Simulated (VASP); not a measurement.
# LiCl (I4/mmm) in VASP: a series of runs

The runs below take LiCl through single point, with PBE.

Program: VASP 6.6.1. These are calculated values, not measurements. Logs are shortened: lines on timing, memory, paths and dates and some standing lists are left out, and cuts for length are marked.

**1. The cell of the first run**

The structure is tetragonal, space group I4/mmm (No. 139). Conventional cell: a = 3.627 Å, b = 3.627 Å, c = 5.027 Å, α = 90.00°, β = 90.00°, γ = 90.00°. Li (site symmetry 4/mmm) has 6 Cl at 2.51 to 2.56 Å within 3.3 Å. Cl (site symmetry 4/mmm) has 6 Li at 2.51 to 2.56 Å within 3.3 Å.

**2. Single point, PBE (strain -0.0200 x Voigt [1, 0, 0, 0, 0, 0])**

File INCAR:

```
SYSTEM = LiCl
  PREC = Accurate
  ENCUT = 520
  EDIFF = 1E-7
  ISMEAR = 0
  SIGMA = 0.05
  LREAL = .FALSE.
  LASPH = .TRUE.
  NELM = 100
  ALGO = Normal
  ISIF = 2
  LWAVE = .FALSE.
  LCHARG = .TRUE.
  GGA = PE
  LELF = .TRUE.
  LVHAR = .TRUE.
  NBANDS = 12
```

File KPOINTS:

```
Automatic mesh
0
G
  8 8 8
  0 0 0
```

File POSCAR:

```
LiCl
1.0
    0.0000000000      2.5647600000      2.5647600000
    2.5134648000      0.0000000000      2.5647600000
    2.5134648000      2.5647600000      0.0000000000
Li Cl
1 1
Direct
    0.0000000000      0.0000000000      0.0000000000
    0.5000000000      0.5000000000      0.5000000000
```

Potentials or basis: VASP PAW PBE potentials, release 64 (Li_sv, Cl).

On the command line:

```bash
$ cat potpaw_PBE.64/Li_sv/POTCAR potpaw_PBE.64/Cl/POTCAR > POTCAR
$ mpirun -np 1 vasp_std > vasp.out
```

OUTCAR:

```text
SYSTEM = LiCl
   PREC = Accurate
   ENCUT = 520
   EDIFF = 1E-7
   ISMEAR = 0
   LREAL = .FALSE.
   LASPH = .TRUE.
   NELM = 100
   ISIF = 2
   GGA = PE

 ion  position               nearest neighbor table
   1  0.000  0.000  0.000-   2 2.51   2 2.51   2 2.56   2 2.56   2 2.56   2 2.56
   2  0.500  0.500  0.500-   1 2.51   1 2.51   1 2.56   1 2.56   1 2.56   1 2.56

  LATTYP: Found a body centered tetragonal cell.
 ALAT       =     3.6271183762
 C/A-ratio  =     1.3859292911

  Lattice vectors:

 A1 = (  -2.5134648000,   0.0000000000,  -2.5647600000)
 A2 = (  -2.5134648000,   0.0000000000,   2.5647600000)
 A3 = (   2.5134648000,   2.5647600000,   0.0000000000)

Analysis of symmetry for initial positions (statically):
=====================================================================
 Subroutine PRICEL returns:
 Original cell was already a primitive cell.

 Routine SETGRP: Setting up the symmetry group for a
 body centered tetragonal supercell.

 Subroutine GETGRP returns: Found 16 space group operations
 (whereof 16 operations were pure point group operations)
 out of a pool of 16 trial point group operations.

The static configuration has the point symmetry D_4h.

Analysis of symmetry for dynamics (positions and initial velocities):
=====================================================================
 Subroutine PRICEL returns:
 Original cell was already a primitive cell.

 Routine SETGRP: Setting up the symmetry group for a
 body centered tetragonal supercell.

 Subroutine GETGRP returns: Found 16 space group operations
 (whereof 16 operations were pure point group operations)
 out of a pool of 16 trial point group operations.

The dynamic configuration has the point symmetry D_4h.

 Subroutine INISYM returns: Found 16 space group operations
 (whereof 16 operations are pure point group operations),
 and found     1 'primitive' translations

----------------------------------------------------------------------------------------

                                     Primitive cell

  volume of cell :      33.0671

  direct lattice vectors                    reciprocal lattice vectors
     0.000000000  2.564760000  2.564760000    -0.198928587  0.194950015  0.194950015
     2.513464800  0.000000000  2.564760000     0.198928587 -0.194950015  0.194950015
     2.513464800  2.564760000  0.000000000     0.198928587  0.194950015 -0.194950015

  length of vectors
     3.627118376  3.591030376  3.591030376     0.339975880  0.339975880  0.339975880

[... 85 lines left out ...]
   NFREE  =      0    steps in history (QN), initial steepest desc. (CG)
   ISIF   =      2    stress and relaxation
   ISYM   =      2    0-nonsym 1-usesym 2-fastsym
   POTIM  = 0.5000    time-step for ionic-motion
   TEBEG  =    0.0;   TEEND  =   0.0 temperature during run
   PSTRESS=    0.0 pullay stress
   NELECT =      10.0000    total number of electrons
   NUPDOWN=      -1.0000    fix difference up-down
   EMIN   =  10.00;   EMAX   =-10.00  energy-range for DOS
   EFERMI =   0.00;   METHOD = LEGACY
   ISMEAR =     0;   SIGMA  =   0.05  broadening in eV -4-tet -1-fermi 0-gaus
   EFERMI_NEDOS =   21; number of points for ismear=-14 and -15
   IALGO  =     38    algorithm
   IMIX   =      4    mixing-type and parameters
     AMIX     =   0.40;   BMIX     =  1.00
     AMIX_MAG =   1.60;   BMIX_MAG =  1.00
  volume/ion in A,a.u.               =      16.53       111.57
  Fermi-wavevector in a.u.,A,eV,Ry     =   1.098861  2.076546 16.428972  1.207495
  Thomas-Fermi vector in A             =   2.235246
   LORBIT       =      0    0 simple, 1 ext, 2 COOP (PROOUT), +10 PAW based schemes
   GGA     = PE    functional components
   LHFCALC =     F    Hartree Fock is set to
   AEXX    =    0.0000 exact exchange contribution
   IVDW    =     0    specifies the selected vdW correction
   LEPSILON=     F    determine dielectric tensor
   LRPA    =     F    only Hartree local field effects (RPA)
 non-spin polarized calculation
 Gauss-broadening in eV      SIGMA  =   0.05
  energy-cutoff  :      520.00
  volume of cell :       33.07
 maximum number of plane-waves:       907
   NGX = 13   NGY = 13   NGZ = 13

 number of electron      10.0000001 magnetization

 Free energy of the ion-electron system (eV)
  ---------------------------------------------------
  ext. energy  EPLUGINS =         0.00000000
  ---------------------------------------------------
  free energy    TOTEN  =        -7.38162495 eV

  energy without entropy =       -7.38162495  energy(sigma->0) =       -7.38162495

 E-fermi :   1.0355     XC(G=0):  -8.8178

 val. band max:        0.7518180460   @ k =   0.0000   0.0000   0.0000
 cond. band min:       7.1910267797   @ k =   0.0000   0.0000   0.0000
 fundamental gap:      6.4392087337
 Fermi energy:         1.0354516389

 k-point     1 :       0.0000    0.0000    0.0000
  band No.  band energies     occupation
      1     -42.7539      2.00000
      2     -12.7363      2.00000
      3       0.6918      2.00000
      4       0.7518      2.00000
      5       0.7518      2.00000
      6       7.1910      0.00000
      7      12.6313      0.00000
      8      12.6313      0.00000
      9      12.8086      0.00000
     10      15.2465      0.00000
     11      15.2466      0.00000
     12      15.2587      0.00000
[... 331 lines left out ...]
 k-point    24 :       0.3750    0.1250    0.1250
  band No.  band energies     occupation
      1     -42.7518      2.00000
      2     -12.3256      2.00000
      3      -1.1915      2.00000
      4       0.0158      2.00000
      5       0.6060      2.00000
      6       8.4805      0.00000
      7      10.9320      0.00000
      8      11.1159      0.00000
      9      11.8623      0.00000
     10      14.4212      0.00000
     11      16.7144      0.00000
     12      17.3918      0.00000

 [... further k-points ...]
[... 5 lines left out ...]
  --------------------------------------------------------------------------------------
  -------------------------------------------------------------------------------------
  Total        0.3171451      0.1564233      0.1564233      0.0000000      0.0000000      0.0000000
  in kB       15.3664073      7.5790673      7.5790673      0.0000000      0.0000000      0.0000000
  external PRESSURE =      10.1748473 kB  Pullay stress =       0.0000000 kB

 VOLUME and BASIS-vectors are now :
 -----------------------------------------------------------------------------
  energy-cutoff  :      520.00
  volume of cell :       33.07
      direct lattice vectors                 reciprocal lattice vectors
     0.000000000  2.564760000  2.564760000    -0.198928587  0.194950015  0.194950015
     2.513464800  0.000000000  2.564760000     0.198928587 -0.194950015  0.194950015
     2.513464800  2.564760000  0.000000000     0.198928587  0.194950015 -0.194950015

 POSITION                                       TOTAL-FORCE (eV/Angst)
 -----------------------------------------------------------------------------------
      0.00000      0.00000      0.00000        -0.000000     -0.000000      0.000000
      2.51346      2.56476      2.56476         0.000000      0.000000     -0.000000
 -----------------------------------------------------------------------------------
    total drift:                                0.000000      0.000000      0.000000

  FREE ENERGIE OF THE ION-ELECTRON SYSTEM (eV)
  ---------------------------------------------------
  free  energy   TOTEN  =        -7.3816249510 eV

  energy  without entropy=       -7.3816249510  energy(sigma->0) =       -7.38162495
```

OSZICAR:

```text
N       E                     dE             d eps       ncg     rms          rms(c)
DAV:   1     0.412246344605E+02    0.41225E+02   -0.41805E+03  1416   0.782E+02
DAV:   2    -0.500252067789E+01   -0.46227E+02   -0.44766E+02  1808   0.145E+02
DAV:   3    -0.738306932325E+01   -0.23805E+01   -0.23736E+01  1848   0.338E+01
DAV:   4    -0.744417071234E+01   -0.61101E-01   -0.61086E-01  2000   0.543E+00
DAV:   5    -0.744483228171E+01   -0.66157E-03   -0.66155E-03  1868   0.519E-01    0.241E+00
DAV:   6    -0.737611578496E+01    0.68716E-01   -0.14588E-01  1844   0.180E+00    0.172E+00
DAV:   7    -0.737765634318E+01   -0.15406E-02   -0.48304E-02  2136   0.116E+00    0.929E-01
DAV:   8    -0.738160542712E+01   -0.39491E-02   -0.61299E-03  1684   0.540E-01    0.152E-01
DAV:   9    -0.738156923427E+01    0.36193E-04   -0.18815E-04  1796   0.952E-02    0.513E-02
DAV:  10    -0.738162104700E+01   -0.51813E-04   -0.10971E-04  1664   0.707E-02    0.494E-02
DAV:  11    -0.738162446529E+01   -0.34183E-05   -0.12641E-05  1856   0.227E-02    0.213E-03
DAV:  12    -0.738162500532E+01   -0.54002E-06   -0.42464E-07  1744   0.495E-03    0.421E-03
DAV:  13    -0.738162489310E+01    0.11222E-06   -0.13750E-07  1708   0.242E-03    0.372E-04
DAV:  14    -0.738162495097E+01   -0.57866E-07   -0.27307E-09   916   0.439E-04
   1 F= -.73816250E+01 E0= -.73816250E+01  d E =-.117241E-17
```

Run time: 11 s. Hardware: 1 thread of Intel Xeon 6975P-C (Granite Rapids), shared host; peak memory 0.15 GiB.

What came out:

```yaml
Free_energy: -7.3816 eV
Band_gap_on_the_k_mesh: 6.44 eV, direct
```

Caveat: the cell differs from its parent crystal (strain -0.0200 x Voigt [1, 0, 0, 0, 0, 0]); the cutoff is under 1.25 times the usual one of these potentials, so pressure, stress and relaxed cells hold a basis-set (Pulay) error. A k mesh can miss the band edges.

**3. Single point, PBE (strain -0.0300 x Voigt [1, 0, 0, 0, 0, 0])**

File INCAR:

```
PREC = Accurate ; ENCUT = 520
EDIFF = 1E-6 ; ISMEAR = 0
SIGMA = 0.05 ; LREAL = False
LASPH = True ; NELM = 80
ALGO = Normal ; ISIF = 2
LWAVE = False ; LCHARG = False
GGA = PE ; NBANDS = 12
```

File KPOINTS:

```
regular mesh
0
Gamma
  8 8 8
```

File POSCAR:

```
LiCl
1.0
    0.0000000000      2.5647600000      2.5647600000
    2.4878172000      0.0000000000      2.5647600000
    2.4878172000      2.5647600000      0.0000000000
Li Cl
1 1
Direct
    0.0000000000      0.0000000000      0.0000000000
    0.5000000000      0.5000000000      0.5000000000
```

Potentials or basis: VASP PAW PBE potentials, release 64 (Li_sv, Cl).

On the command line:

```bash
$ cat potpaw_PBE.64/Li_sv/POTCAR potpaw_PBE.64/Cl/POTCAR > POTCAR
$ mpirun -np 1 vasp_std > vasp.out
```

OUTCAR:

```text
PREC = Accurate
   ENCUT = 520
   EDIFF = 1E-6
   ISMEAR = 0
   LREAL = False
   LASPH = True
   NELM = 80
   ISIF = 2
   GGA = PE

 ion  position               nearest neighbor table
   1  0.000  0.000  0.000-   2 2.49   2 2.49   2 2.56   2 2.56   2 2.56   2 2.56
   2  0.500  0.500  0.500-   1 2.49   1 2.49   1 2.56   1 2.56   1 2.56   1 2.56

  LATTYP: Found a body centered tetragonal cell.
 ALAT       =     3.6271183762
 C/A-ratio  =     1.3717871555

  Lattice vectors:

 A1 = (  -2.4878172000,   0.0000000000,  -2.5647600000)
 A2 = (  -2.4878172000,   0.0000000000,   2.5647600000)
[... 539 lines left out ...]
      8      11.2729      0.00000
      9      11.9994      0.00000
     10      14.4992      0.00000
     11      16.8701      0.00000
     12      17.5651      0.00000

 [... further k-points ...]
[... 5 lines left out ...]
  --------------------------------------------------------------------------------------
  -------------------------------------------------------------------------------------
  Total        0.4690749      0.2085694      0.2085694      0.0000000      0.0000000     -0.0000000
  in kB       22.9620616     10.2098467     10.2098467      0.0000000      0.0000000     -0.0000000
  external PRESSURE =      14.4605850 kB  Pullay stress =       0.0000000 kB

 VOLUME and BASIS-vectors are now :
 -----------------------------------------------------------------------------
  energy-cutoff  :      520.00
  volume of cell :       32.73
      direct lattice vectors                 reciprocal lattice vectors
     0.000000000  2.564760000  2.564760000    -0.200979397  0.194950015  0.194950015
     2.487817200  0.000000000  2.564760000     0.200979397 -0.194950015  0.194950015
     2.487817200  2.564760000  0.000000000     0.200979397  0.194950015 -0.194950015

 POSITION                                       TOTAL-FORCE (eV/Angst)
 -----------------------------------------------------------------------------------
      0.00000      0.00000      0.00000         0.000000      0.000000     -0.000000
      2.48782      2.56476      2.56476         0.000000      0.000000      0.000000
 -----------------------------------------------------------------------------------
    total drift:                                0.000000      0.000000      0.000000

  FREE ENERGIE OF THE ION-ELECTRON SYSTEM (eV)
  ---------------------------------------------------
  free  energy   TOTEN  =        -7.3774030881 eV

  energy  without entropy=       -7.3774030881  energy(sigma->0) =       -7.37740309
```

OSZICAR:

```text
N       E                     dE             d eps       ncg     rms          rms(c)
DAV:   1     0.406274882353E+02    0.40627E+02   -0.40300E+03  1424   0.767E+02
DAV:   2    -0.493705090545E+01   -0.45565E+02   -0.43593E+02  1764   0.145E+02
DAV:   3    -0.737962041369E+01   -0.24426E+01   -0.24358E+01  1840   0.343E+01
DAV:   4    -0.743951435776E+01   -0.59894E-01   -0.59880E-01  2016   0.551E+00
DAV:   5    -0.744011271043E+01   -0.59835E-03   -0.59835E-03  1876   0.515E-01    0.243E+00
DAV:   6    -0.737210406218E+01    0.68009E-01   -0.14348E-01  1800   0.179E+00    0.173E+00
DAV:   7    -0.737351874012E+01   -0.14147E-02   -0.48278E-02  2152   0.116E+00    0.933E-01
DAV:   8    -0.737738677665E+01   -0.38680E-02   -0.60878E-03  1668   0.538E-01    0.154E-01
DAV:   9    -0.737734841689E+01    0.38360E-04   -0.18531E-04  1812   0.945E-02    0.501E-02
DAV:  10    -0.737739980461E+01   -0.51388E-04   -0.10499E-04  1644   0.694E-02    0.479E-02
DAV:  11    -0.737740264212E+01   -0.28375E-05   -0.12250E-05  1844   0.223E-02    0.251E-03
DAV:  12    -0.737740308814E+01   -0.44602E-06   -0.38250E-07  1440   0.479E-03
   1 F= -.73774031E+01 E0= -.73774031E+01  d E =-.764364E-26
```

stdout:

```text
POSCAR found type information on POSCAR LiCl
 POSCAR found :  2 types and       2 ions
 scaLAPACK will be used
 LDA part: xc-table for (Slater+PW92), standard interpolation
 POSCAR, INCAR and KPOINTS ok, starting setup
 FFT: planning ... GRIDC
 FFT: planning ... GRID_SOFT
 FFT: planning ... GRID
 WAVECAR not read
 entering main loop
```

Run time: 8.6 s. Hardware: 1 thread of Intel Xeon 6975P-C (Granite Rapids), shared host; peak memory 0.15 GiB.

What came out:

```
Free energy            : -7.3774 eV
Band gap on the k mesh : 6.49 eV, direct
```

Levels at points of the mesh, in eV from the valence-band top:
```tsv
k point	band 1	band 2	band 3	band 4	band 5	band 6	band 7	band 8	band 9	band 10
(0.00, 0.00, 0.00)	-43.50	-13.54	-0.09	0.00	0.00	6.49	11.85	11.85	12.12	14.44
(0.50, 0.00, 0.00)	-43.49	-12.93	-2.97	-0.34	-0.26	6.76	9.36	9.62	13.26	17.08
(0.50, 0.50, 0.00)	-43.49	-12.68	-3.06	-1.26	-1.05	7.96	8.27	12.53	14.08	14.74
(0.00, 0.50, 0.50)	-43.49	-12.62	-3.06	-1.25	-1.25	7.89	8.12	12.97	14.18	14.18
```

Caveat: the cell differs from its parent crystal (strain -0.0300 x Voigt [1, 0, 0, 0, 0, 0]); the cutoff is under 1.25 times the usual one of these potentials, so pressure, stress and relaxed cells hold a basis-set (Pulay) error. A k mesh can miss the band edges.

**4. Single point, PBE (strain +0.0100 x Voigt [1, 0, 0, 0, 0, 0])**

File INCAR:

```
SYSTEM = LiCl
ALGO = Normal
EDIFF = 1E-6
ENCUT = 520
GGA = PE
ISIF = 2
ISMEAR = 0
LASPH = .True.
LCHARG = .False.
LREAL = .False.
LWAVE = .False.
NBANDS = 12
NELM = 80
PREC = Accurate
SIGMA = 0.05
```

File KPOINTS:

```
k-points
0
Gamma
  8 8 8
  0 0 0
```

File POSCAR:

```
LiCl
1.0
    0.0000000000      2.5647600000      2.5647600000
    2.5904076000      0.0000000000      2.5647600000
    2.5904076000      2.5647600000      0.0000000000
Li Cl
1 1
Direct
    0.0000000000      0.0000000000      0.0000000000
    0.5000000000      0.5000000000      0.5000000000
```

On the command line:

```bash
$ cat potpaw_PBE.64/Li_sv/POTCAR potpaw_PBE.64/Cl/POTCAR > POTCAR
$ mpirun -np 1 vasp_std > vasp.out
```

Run time: 8.9 s. Hardware: 1 thread of Intel Xeon 6975P-C (Granite Rapids), shared host; peak memory 0.15 GiB.

Results (log left out):

```yaml
Free_energy: -7.3860 eV
Band_gap_on_the_k_mesh: 6.27 eV, direct
```

Levels at points of the mesh, in eV from the valence-band top:
```csv
k point,band 1,band 2,band 3,band 4,band 5,band 6,band 7,band 8,band 9,band 10
"(0.00, 0.00, 0.00)",-43.56,-13.38,-0.03,-0.03,0.00,6.27,11.86,11.94,11.94,14.32
"(0.50, 0.00, 0.00)",-43.55,-12.82,-2.79,-0.28,-0.26,6.73,9.44,9.52,12.86,16.82
"(0.50, 0.50, 0.00)",-43.55,-12.58,-2.86,-1.14,-1.08,7.84,8.28,12.38,13.90,14.10
"(0.00, 0.50, 0.50)",-43.55,-12.60,-2.86,-1.08,-1.08,7.86,8.32,12.25,14.07,14.07
```

Caveat: the cell differs from its parent crystal (strain +0.0100 x Voigt [1, 0, 0, 0, 0, 0]); the cutoff is under 1.25 times the usual one of these potentials, so pressure, stress and relaxed cells hold a basis-set (Pulay) error. A k mesh can miss the band edges.

**5. Single point, PBE (strain -0.0100 x Voigt [1, 0, 0, 0, 0, 0])**

File INCAR:

```
PREC = Accurate
ENCUT = 520
EDIFF = 1E-6
ISMEAR = 0
SIGMA = 0.05
LREAL = F
LASPH = T
NELM = 60
ALGO = Normal
ISIF = 2
LWAVE = F
LCHARG = F
GGA = PE
NBANDS = 12
```

File KPOINTS:

```
Automatic mesh
0
Gamma
  8 8 8
```

File POSCAR:

```
LiCl
1.0
    0.0000000000      2.5647600000      2.5647600000
    2.5391124000      0.0000000000      2.5647600000
    2.5391124000      2.5647600000      0.0000000000
Li Cl
1 1
Direct
    0.0000000000      0.0000000000      0.0000000000
    0.5000000000      0.5000000000      0.5000000000
```

On the command line:

```bash
$ cat potpaw_PBE.64/Li_sv/POTCAR potpaw_PBE.64/Cl/POTCAR > POTCAR
$ mpirun -np 1 vasp_std > vasp.out
```

Wall time 9 s (1 thread of Intel Xeon 6975P-C (Granite Rapids), shared host); peak memory 0.15 GiB.

The run converged. Its results:

* Free energy: -7.3844 eV
* Band gap on the k mesh: 6.39 eV, direct

Levels at points of the mesh, in eV from the valence-band top:
| k point | band 1 | band 2 | band 3 | band 4 | band 5 | band 6 | band 7 | band 8 | band 9 | band 10 |
| --- | --- | --- | --- | --- | --- | --- | --- | --- | --- | --- |
| (0.00, 0.00, 0.00) | -43.51 | -13.44 | -0.03 | 0.00 | 0.00 | 6.39 | 11.91 | 11.91 | 12.00 | 14.51 |
| (0.50, 0.00, 0.00) | -43.51 | -12.86 | -2.86 | -0.28 | -0.26 | 6.76 | 9.46 | 9.54 | 13.07 | 16.97 |
| (0.50, 0.50, 0.00) | -43.51 | -12.61 | -2.95 | -1.15 | -1.08 | 7.91 | 8.28 | 12.47 | 14.11 | 14.32 |
| (0.00, 0.50, 0.50) | -43.51 | -12.60 | -2.95 | -1.15 | -1.15 | 7.89 | 8.24 | 12.61 | 14.14 | 14.14 |

Caveat: the cell differs from its parent crystal (strain -0.0100 x Voigt [1, 0, 0, 0, 0, 0]); the cutoff is under 1.25 times the usual one of these potentials, so pressure, stress and relaxed cells hold a basis-set (Pulay) error.

**6. Summary**

| cell | gap on the mesh (eV) |
| --- | --- |
| a = 3.627, b = 3.591, c = 3.591 Å, angles 60.7, 59.7, 59.7°, 2 atoms | 6.44 |
| a = 3.627, b = 3.573, c = 3.573 Å, angles 61.0, 59.5, 59.5°, 2 atoms | 6.49 |
| a = 3.627, b = 3.645, c = 3.645 Å, angles 59.7, 60.2, 60.2°, 2 atoms | 6.27 |
| a = 3.627, b = 3.609, c = 3.609 Å, angles 60.3, 59.8, 59.8°, 2 atoms | 6.39 |

Alike in all rows: task single point; level PBE; potentials or basis VASP PAW PBE potentials, release 64 (Li_sv, Cl); no spin polarisation; k mesh 8 × 8 × 8; cutoff (eV) 520; smearing gaussian 0.05 eV.

Caveats: the cutoff is under 1.25 times the usual one of these potentials, so pressure, stress and relaxed cells hold a basis-set (Pulay) error.

Total energies depend on the potentials used, so only differences within one code and one set of settings carry meaning.
